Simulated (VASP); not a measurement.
# AlN (Cmm2) in VASP: notebook

AlN is run at these levels: PBE; tasks: single point.

Everything below comes from runs of VASP 6.6.1. Logs are shortened: lines on timing, memory, paths and dates and some standing lists are left out, and cuts for length are marked.

### Step 1. The cell of the first run

The structure is orthorhombic, space group Cmm2 (No. 35). Conventional cell: a = 6.227 Å, b = 6.227 Å, c = 4.403 Å, α = 90.00°, β = 90.00°, γ = 90.00°. Al (site symmetry m) has 4 N at 1.69 to 1.91 Å within 2.2 Å. Within 2.5 Å of Al (site symmetry m) lie 4 N at 1.91 to 2.20 Å. N (site symmetry mm2) has 4 Al at 1.69 to 2.20 Å within 2.2 Å. N (site symmetry mm2) has 4 Al at 1.91 Å within 2.5 Å. Within 2.5 Å of N (site symmetry 2) lie 4 Al at 1.91 Å.

### Step 2. Single point, PBE (atom 5 (N) moved -0.450 Å along Cartesian [0 0 1])

INCAR

```
SYSTEM = AlN
ALGO = Normal
EDIFF = 1E-7
ENCUT = 520
GGA = PE
ISIF = 2
ISMEAR = 0
LASPH = .True.
LCHARG = .False.
LREAL = .False.
LWAVE = .False.
NBANDS = 26
NELM = 60
PREC = Accurate
SIGMA = 0.05
```

KPOINTS

```
k-points
0
Gamma
  6 6 6
  0 0 0
```

POSCAR

```
AlN
1.0
    4.4031742088      0.0000000000      0.0000000000
    0.0000000000     -4.4031742088      0.0000000000
    0.0000000000      0.0000000000     -4.4031742088
Al N
4 4
Direct
    0.0000000000      0.0000000000      0.0000000000
    0.5000000000      0.5000000000      0.0000000000
    0.5000000000      0.0000000000      0.5000000000
    0.0000000000      0.5000000000      0.5000000000
    0.7500000000      0.7500000000      0.8521989998
    0.2500000000      0.2500000000      0.7500000000
    0.2500000000      0.7500000000      0.2500000000
    0.7500000000      0.2500000000      0.2500000000
```

Potentials or basis: VASP PAW PBE potentials, release 64 (Al, N).

Started as:

```sh
> cat potpaw_PBE.64/Al/POTCAR potpaw_PBE.64/N/POTCAR > POTCAR
> mpirun -np 1 vasp_std > vasp.out
```

OUTCAR:

```text
SYSTEM = AlN
   EDIFF = 1E-7
   ENCUT = 520
   GGA = PE
   ISIF = 2
   ISMEAR = 0
   LASPH = .True.
   LREAL = .False.
   NELM = 60
   PREC = Accurate

 ion  position               nearest neighbor table
   1  0.000  0.000  0.000-   5 1.69   6 1.91   7 1.91   8 1.91   3 3.11   4 3.11   2 3.11   3 3.11
                             4 3.11   2 3.11   4 3.11   4 3.11   2 3.11   3 3.11   3 3.11   2 3.11
   2  0.500  0.500  0.000-   5 1.69   6 1.91   7 1.91   8 1.91   3 3.11   4 3.11   1 3.11   3 3.11
                             4 3.11   1 3.11   3 3.11   3 3.11   1 3.11   4 3.11   4 3.11   1 3.11
   3  0.500  0.000  0.500-   6 1.91   7 1.91   8 1.91   5 2.20   2 3.11   4 3.11   1 3.11   1 3.11
                             2 3.11   2 3.11   4 3.11   2 3.11   1 3.11   4 3.11   1 3.11   4 3.11
   4  0.000  0.500  0.500-   6 1.91   7 1.91   8 1.91   5 2.20   2 3.11   3 3.11   1 3.11   1 3.11
                             2 3.11   1 3.11   3 3.11   1 3.11   2 3.11   3 3.11   2 3.11   3 3.11
   5  0.750  0.750  0.852-   1 1.69   2 1.69   3 2.20   4 2.20
   6  0.250  0.250  0.750-   1 1.91   2 1.91   3 1.91   4 1.91
   7  0.250  0.750  0.250-   1 1.91   2 1.91   3 1.91   4 1.91
   8  0.750  0.250  0.250-   1 1.91   2 1.91   3 1.91   4 1.91

  LATTYP: Found a simple cubic cell.
 ALAT       =     4.4031742088

  Lattice vectors:

 A1 = (   4.4031742088,   0.0000000000,   0.0000000000)
 A2 = (   0.0000000000,  -4.4031742088,   0.0000000000)
 A3 = (   0.0000000000,   0.0000000000,  -4.4031742088)

Analysis of symmetry for initial positions (statically):
=====================================================================
 Subroutine PRICEL returns:
 Original cell was already a primitive cell.

 Routine SETGRP: Setting up the symmetry group for a
 simple cubic supercell.

 Subroutine GETGRP returns: Found  4 space group operations
 (whereof  2 operations were pure point group operations)
 out of a pool of 48 trial point group operations.

The static configuration has the point symmetry C_1h.
 The point group associated with its full space group is C_2v.

Analysis of symmetry for dynamics (positions and initial velocities):
=====================================================================
 Subroutine PRICEL returns:
 Original cell was already a primitive cell.

 Routine SETGRP: Setting up the symmetry group for a
 simple cubic supercell.

 Subroutine GETGRP returns: Found  4 space group operations
 (whereof  2 operations were pure point group operations)
 out of a pool of 48 trial point group operations.

The dynamic configuration has the point symmetry C_1h.
 The point group associated with its full space group is C_2v.

 Subroutine INISYM returns: Found  4 space group operations
 (whereof  2 operations are pure point group operations),
 and found     1 'primitive' translations

----------------------------------------------------------------------------------------

                                     Primitive cell

  volume of cell :      85.3685

  direct lattice vectors                    reciprocal lattice vectors
     4.403174209  0.000000000  0.000000000     0.227108888  0.000000000  0.000000000
     0.000000000 -4.403174209  0.000000000     0.000000000 -0.227108888  0.000000000
     0.000000000  0.000000000 -4.403174209     0.000000000  0.000000000 -0.227108888

  length of vectors
     4.403174209  4.403174209  4.403174209     0.227108888  0.227108888  0.227108888

  position of ions in fractional coordinates (direct lattice)
     0.000000000  0.000000000  0.000000000
     0.500000000  0.500000000  0.000000000
     0.500000000  0.000000000  0.500000000
     0.000000000  0.500000000  0.500000000
     0.750000000  0.750000000  0.852199000
     0.250000000  0.250000000  0.750000000
     0.250000000  0.750000000  0.250000000
     0.750000000  0.250000000  0.250000000

  ion indices of the primitive-cell ions
   primitive index   ion index
                 1           1
                 2           2
                 3           3
                 4           4
                 5           5
                 6           6
                 7           7
                 8           8

----------------------------------------------------------------------------------------

 KPOINTS: k-points

Automatic generation of k-mesh.
 Grid dimensions read from file:
 generate k-points for:    6    6    6

 Generating k-lattice:

  Cartesian coordinates                     Fractional coordinates (reciprocal lattice)
     0.037851481  0.000000000  0.000000000     0.166666667  0.000000000  0.000000000
     0.000000000 -0.037851481  0.000000000     0.000000000  0.166666667  0.000000000
     0.000000000  0.000000000 -0.037851481     0.000000000  0.000000000  0.166666667

  Length of vectors
     0.037851481  0.037851481  0.037851481

  Shift w.r.t. Gamma in fractional coordinates (k-lattice)
     0.000000000  0.000000000  0.000000000

 Subroutine IBZKPT returns following result:
 ===========================================

 Found     52 irreducible k-points:

 Following reciprocal coordinates:
            Coordinates               Weight
  0.000000  0.000000  0.000000      1.000000
  0.166667  0.000000  0.000000      4.000000
  0.000000  0.000000  0.166667      2.000000
  0.333333  0.000000  0.000000      4.000000
  0.000000  0.000000  0.333333      2.000000
  0.500000  0.000000  0.000000      2.000000
[... 16 lines left out ...]
  0.333333  0.000000  0.500000      4.000000
  0.500000  0.500000  0.000000      1.000000
 [... further k-points ...]
   k-points           NKPTS =     52   k-points in BZ     NKDIM =     52   number of bands    NBANDS=     26
   number of dos      NEDOS =    301   number of ions     NIONS =      8
   total plane-waves  NPLWV =  46656
   dimension x,y,z NGX =    36 NGY =   36 NGZ =   36
   dimension x,y,z NGXF=    72 NGYF=   72 NGZF=   72
   ions per type =               4   4
   NGX,Y,Z   is equivalent  to a cutoff of  13.59, 13.59, 13.59 a.u.
   NGXF,Y,Z  is equivalent  to a cutoff of  27.18, 27.18, 27.18 a.u.
 SYSTEM =  AlN
   PREC   = accura    normal or accurate (medium, high low for compatibility)
   ISTART =      0    job   : 0-new  1-cont  2-samecut
   ICHARG =      2    charge: 1-file 2-atom 10-const
   ISPIN  =      1    spin polarized calculation?
[... 24 lines left out ...]
     AMIX     =   0.40;   BMIX     =  1.00
     AMIX_MAG =   1.60;   BMIX_MAG =  1.00
  volume/ion in A,a.u.               =      10.67        72.01
  Fermi-wavevector in a.u.,A,eV,Ry     =   1.180390  2.230614 18.957286  1.393321
  Thomas-Fermi vector in A             =   2.316684
   LORBIT       =      0    0 simple, 1 ext, 2 COOP (PROOUT), +10 PAW based schemes
   GGA     = PE    functional components
   LHFCALC =     F    Hartree Fock is set to
   AEXX    =    0.0000 exact exchange contribution
   IVDW    =     0    specifies the selected vdW correction
   LEPSILON=     F    determine dielectric tensor
   LRPA    =     F    only Hartree local field effects (RPA)
 non-spin polarized calculation
 Gauss-broadening in eV      SIGMA  =   0.05
  energy-cutoff  :      520.00
  volume of cell :       85.37
 maximum number of plane-waves:      2325
 NGX is ok and might be reduce to    36
   NGX = 17   NGY = 17   NGZ = 17

 number of electron      31.9999997 magnetization

 Free energy of the ion-electron system (eV)
  ---------------------------------------------------
  ext. energy  EPLUGINS =         0.00000000
  ---------------------------------------------------
  free energy    TOTEN  =       -57.60525623 eV

  energy without entropy =      -57.60525623  energy(sigma->0) =      -57.60525623

 E-fermi :   6.3826     XC(G=0): -10.8320

 val. band max:        6.1059036417   @ k =   0.0000   0.0000   0.0000
 cond. band min:       8.8315165332   @ k =   0.0000   0.0000   0.0000
 fundamental gap:      2.7256128915
 Fermi energy:         6.3826466192

 k-point     1 :       0.0000    0.0000    0.0000
  band No.  band energies     occupation
      1      -9.1337      2.00000
      2      -6.6299      2.00000
      3      -6.4750      2.00000
      4      -6.3827      2.00000
      5       0.7591      2.00000
      6       0.9837      2.00000
[... 18 lines left out ...]
     25      17.1703      0.00000
     26      18.0840      0.00000

 k-point     2 :       0.1667    0.0000    0.0000
  band No.  band energies     occupation
      1      -9.0014      2.00000
      2      -6.8006      2.00000
      3      -6.5195      2.00000
      4      -6.3814      2.00000
      5       0.9080      2.00000
      6       1.0882      2.00000
[... 18 lines left out ...]
     25      17.2901      0.00000
     26      18.2692      0.00000

 k-point     3 :       0.0000    0.0000    0.1667
  band No.  band energies     occupation
      1      -9.0070      2.00000
      2      -6.7998      2.00000
      3      -6.4616      2.00000
      4      -6.4285      2.00000
      5       0.8926      2.00000
      6       1.1361      2.00000
[... 18 lines left out ...]
     25      17.3177      0.00000
     26      17.5094      0.00000

 k-point     4 :       0.3333    0.0000    0.0000
  band No.  band energies     occupation
      1      -8.6197      2.00000
      2      -7.3666      2.00000
      3      -6.4936      2.00000
      4      -6.3705      2.00000
      5       1.3078      2.00000
      6       1.4842      2.00000
[... 18 lines left out ...]
     25      17.4763      0.00000
     26      18.0851      0.00000

 k-point     5 :       0.0000    0.0000    0.3333
  band No.  band energies     occupation
      1      -8.6516      2.00000
      2      -7.3191      2.00000
      3      -6.4348      2.00000
      4      -6.4292      2.00000
      5       1.2517      2.00000
      6       1.5752      2.00000
[... 18 lines left out ...]
     25      17.1491      0.00000
     26      17.6842      0.00000

 k-point     6 :       0.5000    0.0000    0.0000
  band No.  band energies     occupation
      1      -8.0512      2.00000
      2      -8.0272      2.00000
      3      -6.4725      2.00000
      4      -6.3661      2.00000
      5       1.6992      2.00000
      6       1.9358      2.00000
[... 427 lines left out ...]
 k-point    21 :       0.5000    0.3333    0.0000
  band No.  band energies     occupation
      1      -7.6690      2.00000
      2      -7.6471      2.00000
      3      -6.8697      2.00000
      4      -6.8088      2.00000
      5       1.2010      2.00000
      6       1.4667      2.00000
[... 18 lines left out ...]
     25      16.6310      0.00000
     26      16.8810      0.00000

 k-point    22 :       0.0000    0.5000    0.3333
  band No.  band energies     occupation
      1      -7.7466      2.00000
      2      -7.6560      2.00000
      3      -6.8669      2.00000
      4      -6.6830      2.00000
      5       1.0491      2.00000
      6       1.2573      2.00000
[... 18 lines left out ...]
     25      16.2900      0.00000
     26      16.6876      0.00000

 k-point    23 :       0.3333    0.0000    0.5000
  band No.  band energies     occupation
      1      -7.8887      2.00000
      2      -7.4700      2.00000
      3      -6.9067      2.00000
      4      -6.6829      2.00000
      5       1.0783      2.00000
      6       1.2656      2.00000
[... 18 lines left out ...]
     25      16.3186      0.00000
     26      16.8406      0.00000

 k-point    24 :       0.5000    0.5000    0.0000
  band No.  band energies     occupation
      1      -7.3255      2.00000
      2      -7.2605      2.00000
      3      -7.2205      2.00000
      4      -7.2175      2.00000
      5       1.2543      2.00000
      6       1.4507      2.00000
[... 18 lines left out ...]
     25      16.9424      0.00000
     26      17.0694      0.00000

 [... further k-points ...]
[... 5 lines left out ...]
  --------------------------------------------------------------------------------------
  -------------------------------------------------------------------------------------
  Total        5.1529921      5.1529921     -0.7604528     -4.6967322      0.0000000      0.0000000
  in kB       96.7102375     96.7102375    -14.2720134    -88.1472524      0.0000000      0.0000000
  external PRESSURE =      59.7161539 kB  Pullay stress =       0.0000000 kB

 VOLUME and BASIS-vectors are now :
 -----------------------------------------------------------------------------
  energy-cutoff  :      520.00
  volume of cell :       85.37
      direct lattice vectors                 reciprocal lattice vectors
     4.403174209  0.000000000  0.000000000     0.227108888  0.000000000  0.000000000
     0.000000000 -4.403174209  0.000000000     0.000000000 -0.227108888  0.000000000
     0.000000000  0.000000000 -4.403174209     0.000000000  0.000000000 -0.227108888

 POSITION                                       TOTAL-FORCE (eV/Angst)
 -----------------------------------------------------------------------------------
      0.00000      0.00000      0.00000         2.151071     -2.151071     -1.921371
      2.20159     -2.20159      0.00000        -2.151071      2.151071     -1.921371
      2.20159      0.00000     -2.20159         0.149611      0.149611     -0.629892
      0.00000     -2.20159     -2.20159        -0.149611     -0.149611     -0.629892
      3.30238     -3.30238     -3.75238         0.000000     -0.000000      7.411616
      1.10079     -1.10079     -3.30238         0.000000     -0.000000      0.202845
      1.10079     -3.30238     -1.10079         0.000000     -0.000000     -1.255967
      3.30238     -1.10079     -1.10079         0.000000     -0.000000     -1.255967
 -----------------------------------------------------------------------------------
    total drift:                               -0.000000      0.000000      0.000089

  FREE ENERGIE OF THE ION-ELECTRON SYSTEM (eV)
  ---------------------------------------------------
  free  energy   TOTEN  =       -57.6052562335 eV

  energy  without entropy=      -57.6052562335  energy(sigma->0) =      -57.60525623
```

Run time: 98 s. Hardware: 1 thread of Intel Xeon Platinum 8375C at 2.90GHz (Ice Lake), shared host; peak memory 0.24 GiB.

What came out:

```
Free energy            : -57.6053 eV
Pressure               : 6.0 GPa
Largest force          : 7.412 eV/Å
Band gap on the k mesh : 2.73 eV, direct
```

Forces on the atoms (eV/Å):
```
Al   2.151 -2.151 -1.921
Al  -2.151  2.151 -1.921
Al   0.150  0.150 -0.630
Al  -0.150 -0.150 -0.630
N    0.000  0.000  7.412
N    0.000  0.000  0.203
N    0.000  0.000 -1.256
N    0.000  0.000 -1.256
```

Stress tensor (GPa, compression positive):
```
 9.67 -8.81  0.00
-8.81  9.67  0.00
 0.00  0.00 -1.43
```

Caveat: the cell differs from its parent crystal (atom 5 (N) moved -0.450 Å along Cartesian [0 0 1]); forces of over 1 eV/Å act on the atoms, so gaps and moduli don't describe the material at rest.

### Step 3. Single point, PBE (atom 5 (N) moved +0.300 Å along Cartesian [0 0 1])

INCAR

```
ALGO = Normal
EDIFF = 1E-6
ENCUT = 520
GGA = PE
ISIF = 2
ISMEAR = 0
LASPH = True
LCHARG = False
LREAL = False
LWAVE = False
NBANDS = 26
NELM = 100
PREC = Accurate
SIGMA = 0.05
```

KPOINTS

```
k-points
0
Gamma
  6 6 6
```

Edit POSCAR of step 2 so:

```diff
@@ -12,3 +12,3 @@
     0.0000000000      0.5000000000      0.5000000000
-    0.7500000000      0.7500000000      0.8521989998
+    0.7500000000      0.7500000000      0.6818673335
     0.2500000000      0.2500000000      0.7500000000
```

Potentials or basis: VASP PAW PBE potentials, release 64 (Al, N).

Started as:

```sh
> cat potpaw_PBE.64/Al/POTCAR potpaw_PBE.64/N/POTCAR > POTCAR
> mpirun -np 1 vasp_std > vasp.out
```

Run time: 89 s. Hardware: 1 thread of Intel Xeon Platinum 8375C at 2.90GHz (Ice Lake), shared host; peak memory 0.24 GiB.

The run converged. Its results:

```
Free energy            : -58.5678 eV
Pressure               : 2.6 GPa
Largest force          : 5.327 eV/Å
Band gap on the k mesh : 3.00 eV
```

Forces on the atoms (eV/Å):
```
Al  -0.229  0.229  0.625
Al   0.229 -0.229  0.625
Al  -1.158 -1.158  1.272
Al   1.158  1.158  1.272
N    0.000  0.000 -5.327
N    0.000  0.000 -0.146
N    0.000  0.000  0.839
N    0.000  0.000  0.839
```

Stress tensor (GPa, compression positive):
```
 4.29  5.19  0.00
 5.19  4.29  0.00
 0.00  0.00 -0.72
```

Levels at points of the mesh, in eV from the valence-band top:
```tsv
k point	band 12	band 13	band 14	band 15	band 16	band 17	band 18	band 19	band 20	band 21
(0.00, 0.00, 0.00)	-1.95	-1.72	-0.38	-0.31	0.00	3.00	3.07	3.27	3.68	7.99
(0.50, 0.00, 0.00)	-2.78	-1.20	-1.19	-1.07	-1.03	5.29	5.36	5.70	5.77	8.94
(0.00, 0.00, 0.50)	-2.69	-1.55	-1.24	-1.11	-0.80	5.40	5.68	5.76	6.01	9.43
(0.50, 0.50, 0.00)	-2.55	-1.07	-0.74	-0.71	-0.43	6.78	6.92	7.40	7.52	8.73
(0.00, 0.50, 0.50)	-2.31	-0.89	-0.75	-0.63	-0.50	6.78	6.88	7.52	7.56	8.42
(0.50, 0.50, 0.50)	-0.70	-0.70	-0.67	-0.59	-0.29	6.36	6.70	6.91	6.94	9.01
```

Caveat: the cell differs from its parent crystal (atom 5 (N) moved +0.300 Å along Cartesian [0 0 1]); forces of over 1 eV/Å act on the atoms, so gaps and moduli don't describe the material at rest. A k mesh can miss the band edges.

### Step 4. Single point, PBE (atom 5 (N) moved +0.375 Å along Cartesian [0 0 1])

INCAR

```
  PREC = Accurate
  ENCUT = 520
  EDIFF = 1E-6
  ISMEAR = 0
  SIGMA = 0.05
  LREAL = False
  LASPH = True
  NELM = 80
  ALGO = Normal
  ISIF = 2
  LWAVE = False
  LCHARG = False
  GGA = PE
  NBANDS = 26
```

KPOINTS

```
regular mesh
0
Gamma
  6 6 6
```

Edit POSCAR of step 3 so:

```diff
@@ -12,3 +12,3 @@
     0.0000000000      0.5000000000      0.5000000000
-    0.7500000000      0.7500000000      0.6818673335
+    0.7500000000      0.7500000000      0.6648341668
     0.2500000000      0.2500000000      0.7500000000
```

Started as:

```sh
> cat potpaw_PBE.64/Al/POTCAR potpaw_PBE.64/N/POTCAR > POTCAR
> mpirun -np 1 vasp_std > vasp.out
```

It took 85 s on 1 thread of Intel Xeon Platinum 8375C at 2.90GHz (Ice Lake), shared host; peak memory 0.24 GiB.

Results (log left out):

```
Free energy            : -58.1257 eV
Pressure               : 4.2 GPa
Largest force          : 6.442 eV/Å
Band gap on the k mesh : 2.88 eV, direct
```

Forces on the atoms (eV/Å):
```
Al  -0.199  0.199  0.651
Al   0.199 -0.199  0.651
Al  -1.623 -1.623  1.610
Al   1.623  1.623  1.610
N    0.000  0.000 -6.442
N    0.000  0.000 -0.176
N    0.000  0.000  1.048
N    0.000  0.000  1.048
```

Stress tensor (GPa, compression positive):
```
 6.76  6.90  0.00
 6.90  6.76  0.00
 0.00  0.00 -1.02
```

Levels at points of the mesh, in eV from the valence-band top:
```
           k point  band 12  band 13  band 14  band 15  band 16  band 17  band 18  band 19  band 20  band 21
(0.00, 0.00, 0.00)    -2.00    -1.73    -0.47    -0.42     0.00     2.88     2.99     3.27     3.62     7.81
(0.50, 0.00, 0.00)    -2.80    -1.27    -1.26    -1.08    -1.01     5.04     5.13     5.63     5.71     8.55
(0.00, 0.00, 0.50)    -2.68    -1.70    -1.32    -1.15    -0.76     5.30     5.61     5.70     5.99     9.15
(0.50, 0.50, 0.00)    -2.56    -1.20    -0.80    -0.76    -0.42     6.41     6.66     7.19     7.46     8.65
(0.00, 0.50, 0.50)    -2.28    -0.97    -0.82    -0.63    -0.49     6.45     6.55     7.45     7.48     8.34
(0.50, 0.50, 0.50)    -0.77    -0.76    -0.72    -0.59    -0.26     6.02     6.55     6.78     6.87     8.80
```

Caveat: the cell differs from its parent crystal (atom 5 (N) moved +0.375 Å along Cartesian [0 0 1]); forces of over 1 eV/Å act on the atoms, so gaps and moduli don't describe the material at rest. A k mesh can miss the band edges.
